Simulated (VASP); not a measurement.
# TiB2 (Fm-3m) in VASP: notebook

The runs below take TiB2 through single point, relaxation of cell and atoms, with PBEsol.

Program: VASP 6.6.1. These are calculated values, not measurements. Logs are shortened: lines on timing, memory, paths and dates and some standing lists are left out, and cuts for length are marked.

**1. The cell of the first run**

It takes space group Fm-3m (No. 225, cubic). The conventional cell has a = 5.049 Å, b = 5.049 Å, c = 5.049 Å, α = 90.00°, β = 90.00°, γ = 90.00°. Ti (site symmetry m-3m) has 8 B at 2.19 Å within 2.9 Å. Within 2.9 Å of B (site symmetry -43m) lie 4 Ti at 2.19 Å and 6 B at 2.52 Å.

**2. Single point, PBEsol**

The input, INCAR:

```
SYSTEM = TiB2
PREC = Accurate ; ENCUT = 500
EDIFF = 1E-6 ; ISMEAR = -1
SIGMA = 0.05 ; LREAL = .FALSE.
LASPH = .TRUE. ; NELM = 120
ALGO = Normal ; ISIF = 2
LWAVE = .FALSE. ; LCHARG = .FALSE.
GGA = PS ; NBANDS = 16
GGA_COMPAT = .FALSE.
```

The input, KPOINTS:

```
regular mesh
0
G
  9 9 9
  0 0 0
```

The input, POSCAR:

```
TiB2
1.0
    0.0000000000      2.5247338896      2.5247338896
    2.5247338896      0.0000000000      2.5247338896
    2.5247338896      2.5247338896      0.0000000000
Ti B
1 2
Direct
    0.0000000000      0.0000000000      0.0000000000
    0.2500000000      0.2500000000      0.2500000000
    0.7500000000      0.7500000000      0.7500000000
```

Potentials or basis: VASP PAW PBE potentials, release 64 (Ti_sv, B).

Run with:

```sh
cat potpaw_PBE.64/Ti_sv/POTCAR potpaw_PBE.64/B/POTCAR > POTCAR
mpirun -np 1 vasp_std > vasp.out
```

OUTCAR:

```text
SYSTEM = TiB2
   PREC = Accurate
   ENCUT = 500
   EDIFF = 1E-6
   ISMEAR = -1
   LREAL = .FALSE.
   LASPH = .TRUE.
   NELM = 120
   ISIF = 2
   GGA = PS

 ion  position               nearest neighbor table
   1  0.000  0.000  0.000-   3 2.19   3 2.19   3 2.19   2 2.19   2 2.19   2 2.19   3 2.19   2 2.19

   2  0.250  0.250  0.250-   1 2.19   1 2.19   1 2.19   1 2.19
   3  0.750  0.750  0.750-   1 2.19   1 2.19   1 2.19   1 2.19

  LATTYP: Found a face centered cubic cell.
 ALAT       =     5.0494677792

  Lattice vectors:

 A1 = (   0.0000000000,   2.5247338896,   2.5247338896)
 A2 = (   2.5247338896,   0.0000000000,   2.5247338896)
 A3 = (   2.5247338896,   2.5247338896,   0.0000000000)

Analysis of symmetry for initial positions (statically):
=====================================================================
 Subroutine PRICEL returns:
 Original cell was already a primitive cell.

 Routine SETGRP: Setting up the symmetry group for a
 face centered cubic supercell.

 Subroutine GETGRP returns: Found 48 space group operations
 (whereof 48 operations were pure point group operations)
 out of a pool of 48 trial point group operations.

The static configuration has the point symmetry O_h .

Analysis of symmetry for dynamics (positions and initial velocities):
=====================================================================
 Subroutine PRICEL returns:
 Original cell was already a primitive cell.

 Routine SETGRP: Setting up the symmetry group for a
 face centered cubic supercell.

 Subroutine GETGRP returns: Found 48 space group operations
 (whereof 48 operations were pure point group operations)
 out of a pool of 48 trial point group operations.

The dynamic configuration has the point symmetry O_h .

 Subroutine INISYM returns: Found 48 space group operations
 (whereof 48 operations are pure point group operations),
 and found     1 'primitive' translations

----------------------------------------------------------------------------------------

                                     Primitive cell

  volume of cell :      32.1867

  direct lattice vectors                    reciprocal lattice vectors
     0.000000000  2.524733890  2.524733890    -0.198040674  0.198040674  0.198040674
     2.524733890  0.000000000  2.524733890     0.198040674 -0.198040674  0.198040674
     2.524733890  2.524733890  0.000000000     0.198040674  0.198040674 -0.198040674

  length of vectors
     3.570512908  3.570512908  3.570512908     0.343016509  0.343016509  0.343016509

  position of ions in fractional coordinates (direct lattice)
     0.000000000  0.000000000  0.000000000
     0.250000000  0.250000000  0.250000000
     0.750000000  0.750000000  0.750000000

  ion indices of the primitive-cell ions
   primitive index   ion index
                 1           1
                 2           2
                 3           3

----------------------------------------------------------------------------------------

 KPOINTS: regular mesh

Automatic generation of k-mesh.
 Grid dimensions read from file:
 generate k-points for:    9    9    9

 Generating k-lattice:

  Cartesian coordinates                     Fractional coordinates (reciprocal lattice)
    -0.022004519  0.022004519  0.022004519     0.111111111  0.000000000  0.000000000
     0.022004519 -0.022004519  0.022004519     0.000000000  0.111111111  0.000000000
     0.022004519  0.022004519 -0.022004519     0.000000000  0.000000000  0.111111111

  Length of vectors
     0.038112945  0.038112945  0.038112945

  Shift w.r.t. Gamma in fractional coordinates (k-lattice)
     0.000000000  0.000000000  0.000000000

 Subroutine IBZKPT returns following result:
 ===========================================

 Found     35 irreducible k-points:

 Following reciprocal coordinates:
            Coordinates               Weight
  0.000000  0.000000  0.000000      1.000000
  0.111111  0.000000  0.000000      8.000000
  0.222222  0.000000  0.000000      8.000000
  0.333333  0.000000  0.000000      8.000000
  0.444444  0.000000  0.000000      8.000000
  0.111111  0.111111  0.000000      6.000000
[... 16 lines left out ...]
 -0.333333  0.333333  0.000000     12.000000
  0.444444  0.444444  0.000000      6.000000
 [... further k-points ...]
   k-points           NKPTS =     35   k-points in BZ     NKDIM =     35   number of bands    NBANDS=     16
   number of dos      NEDOS =    301   number of ions     NIONS =      3
   total plane-waves  NPLWV =  21952
   dimension x,y,z NGX =    28 NGY =   28 NGZ =   28
   dimension x,y,z NGXF=    56 NGYF=   56 NGZF=   56
   ions per type =               1   2
   NGX,Y,Z   is equivalent  to a cutoff of  13.04, 13.04, 13.04 a.u.
   NGXF,Y,Z  is equivalent  to a cutoff of  26.07, 26.07, 26.07 a.u.
 SYSTEM =  TiB2
   PREC   = accura    normal or accurate (medium, high low for compatibility)
   ISTART =      0    job   : 0-new  1-cont  2-samecut
   ICHARG =      2    charge: 1-file 2-atom 10-const
   ISPIN  =      1    spin polarized calculation?
   LNONCOLLINEAR =      F non collinear calculations
   LSORBIT =      F    spin-orbit coupling
   LASPH  =      T    aspherical Exc in radial PAW
   ENCUT  =  500.0 eV  36.75 Ry    6.06 a.u.   6.51  6.51  6.51*2*pi/ulx,y,z
   NELM   =    120;   NELMIN=  2; NELMDL= -5     # of ELM steps
   EDIFF  = 0.1E-05   stopping-criterion for ELM
   LREAL  =      F    real-space projection
   EDIFFG = 0.1E-04   stopping-criterion for IOM
   NSW    =      0    number of steps for IOM
   IBRION =     -1    ionic relax: 0-MD 1-quasi-New 2-CG
   NFREE  =      0    steps in history (QN), initial steepest desc. (CG)
   ISIF   =      2    stress and relaxation
   ISYM   =      2    0-nonsym 1-usesym 2-fastsym
   POTIM  = 0.5000    time-step for ionic-motion
   TEBEG  =    0.0;   TEEND  =   0.0 temperature during run
   PSTRESS=    0.0 pullay stress
   NELECT =      18.0000    total number of electrons
   NUPDOWN=      -1.0000    fix difference up-down
   EMIN   =  10.00;   EMAX   =-10.00  energy-range for DOS
   EFERMI =   0.00;   METHOD = LEGACY
   ISMEAR =    -1;   SIGMA  =   0.05  broadening in eV -4-tet -1-fermi 0-gaus
   EFERMI_NEDOS =   21; number of points for ismear=-14 and -15
   IALGO  =     38    algorithm
   IMIX   =      4    mixing-type and parameters
     AMIX     =   0.40;   BMIX     =  1.00
     AMIX_MAG =   1.60;   BMIX_MAG =  1.00
  volume/ion in A,a.u.               =      10.73        72.40
  Fermi-wavevector in a.u.,A,eV,Ry     =   1.348777  2.548818 24.751700  1.819199
  Thomas-Fermi vector in A             =   2.476418
   LORBIT       =      0    0 simple, 1 ext, 2 COOP (PROOUT), +10 PAW based schemes
   GGA     = PS    functional components
   LHFCALC =     F    Hartree Fock is set to
   AEXX    =    0.0000 exact exchange contribution
   IVDW    =     0    specifies the selected vdW correction
   LEPSILON=     F    determine dielectric tensor
   LRPA    =     F    only Hartree local field effects (RPA)
 non-spin polarized calculation
  energy-cutoff  :      500.00
  volume of cell :       32.19
 maximum number of plane-waves:       869
 NGX is ok and might be reduce to    28
   NGX = 13   NGY = 13   NGZ = 13

 number of electron      18.0000000 magnetization

 Free energy of the ion-electron system (eV)
  ---------------------------------------------------
  ext. energy  EPLUGINS =         0.00000000
  ---------------------------------------------------
  free energy    TOTEN  =       -20.50999663 eV

  energy without entropy =      -20.49627260  energy(sigma->0) =      -20.50313462

 E-fermi :   6.8224     XC(G=0): -11.7196

 val. band max:        6.7820662376   @ k =  -0.3333   0.1111   0.0000
 cond. band min:       6.8632781160   @ k =  -0.2222   0.3333   0.1111
 fundamental gap:      0.0812118783
 Fermi energy:         6.8223929626

 k-point     1 :       0.0000    0.0000    0.0000
  band No.  band energies     occupation
      1     -49.3123      2.00000
      2     -25.7026      2.00000
      3     -25.7026      2.00000
      4     -25.7026      2.00000
      5      -3.9715      2.00000
      6       3.4321      2.00000
[... 8 lines left out ...]
     15      14.9322      0.00000
     16      14.9322      0.00000

 k-point     2 :       0.1111    0.0000    0.0000
  band No.  band energies     occupation
      1     -49.3109      2.00000
      2     -25.7191      2.00000
      3     -25.7052      2.00000
      4     -25.7052      2.00000
      5      -3.7620      2.00000
      6       3.0475      2.00000
[... 8 lines left out ...]
     15      13.7755      0.00000
     16      14.5790      0.00000

 k-point     3 :       0.2222    0.0000    0.0000
  band No.  band energies     occupation
      1     -49.3074      2.00000
      2     -25.7607      2.00000
      3     -25.7119      2.00000
      4     -25.7119      2.00000
      5      -3.1603      2.00000
      6       2.2200      2.00000
[... 8 lines left out ...]
     15      12.9606      0.00000
     16      14.3988      0.00000

 k-point     4 :       0.3333    0.0000    0.0000
  band No.  band energies     occupation
      1     -49.3035      2.00000
      2     -25.8076      2.00000
      3     -25.7195      2.00000
      4     -25.7195      2.00000
      5      -2.2534      2.00000
      6       1.2789      2.00000
[... 8 lines left out ...]
     15      13.5181      0.00000
     16      14.6303      0.00000
[... 324 lines left out ...]
 k-point    22 :      -0.4444    0.3333    0.0000
  band No.  band energies     occupation
      1     -49.2972      2.00000
      2     -25.8180      2.00000
      3     -25.7769      2.00000
      4     -25.7484      2.00000
      5       0.2054      2.00000
      6       0.9248      2.00000
[... 8 lines left out ...]
     15      14.2103      0.00000
     16      15.1996      0.00000

 k-point    23 :      -0.3333    0.3333    0.0000
  band No.  band energies     occupation
      1     -49.2977      2.00000
      2     -25.7992      2.00000
      3     -25.7978      2.00000
      4     -25.7405      2.00000
      5       0.0452      2.00000
      6       0.8516      2.00000
[... 8 lines left out ...]
     15      13.5848      0.00000
     16      14.8767      0.00000

 k-point    24 :       0.4444    0.4444    0.0000
  band No.  band energies     occupation
      1     -49.2972      2.00000
      2     -25.8307      2.00000
      3     -25.7568      2.00000
      4     -25.7568      2.00000
      5      -0.0406      2.00000
      6       1.4535      2.00000
[... 8 lines left out ...]
     15      14.7150      0.00000
     16      15.8729      0.00000

 [... further k-points ...]

------------------------ aborting loop because EDIFF is reached ----------------------------------------

  FORCE on cell =-STRESS in cart. coord.  units (eV):
  Direction    XX          YY          ZZ          XY          YZ          ZX
  --------------------------------------------------------------------------------------
  -------------------------------------------------------------------------------------
  Total       -0.0479436     -0.0479436     -0.0479436      0.0000000      0.0000000      0.0000000
  in kB       -2.3865168     -2.3865168     -2.3865168      0.0000000      0.0000000      0.0000000
  external PRESSURE =      -2.3865168 kB  Pullay stress =       0.0000000 kB

 VOLUME and BASIS-vectors are now :
 -----------------------------------------------------------------------------
  energy-cutoff  :      500.00
  volume of cell :       32.19
      direct lattice vectors                 reciprocal lattice vectors
     0.000000000  2.524733890  2.524733890    -0.198040674  0.198040674  0.198040674
     2.524733890  0.000000000  2.524733890     0.198040674 -0.198040674  0.198040674
     2.524733890  2.524733890  0.000000000     0.198040674  0.198040674 -0.198040674

 POSITION                                       TOTAL-FORCE (eV/Angst)
 -----------------------------------------------------------------------------------
      0.00000      0.00000      0.00000         0.000000     -0.000000      0.000000
      1.26237      1.26237      1.26237        -0.000000     -0.000000     -0.000000
      3.78710      3.78710      3.78710         0.000000      0.000000      0.000000
 -----------------------------------------------------------------------------------
    total drift:                               -0.000000     -0.000000      0.000000

  FREE ENERGIE OF THE ION-ELECTRON SYSTEM (eV)
  ---------------------------------------------------
  free  energy   TOTEN  =       -20.5099966317 eV

  energy  without entropy=      -20.4962725987  energy(sigma->0) =      -20.50313462
```

Wall time 30 s (1 thread of Intel Xeon Platinum 8375C at 2.90GHz (Ice Lake), shared host); peak memory 0.16 GiB.

What came out:

```yaml
Free_energy: -20.5100 eV
Pressure: -0.2 GPa
Band_gap_on_the_k_mesh: zero (bands 9 and 10 overlap by 1.76 eV)
```

Caveat: the PAW data sets were made with another functional, which shifts forces and pressure a little.

[end of part 1 of 2]
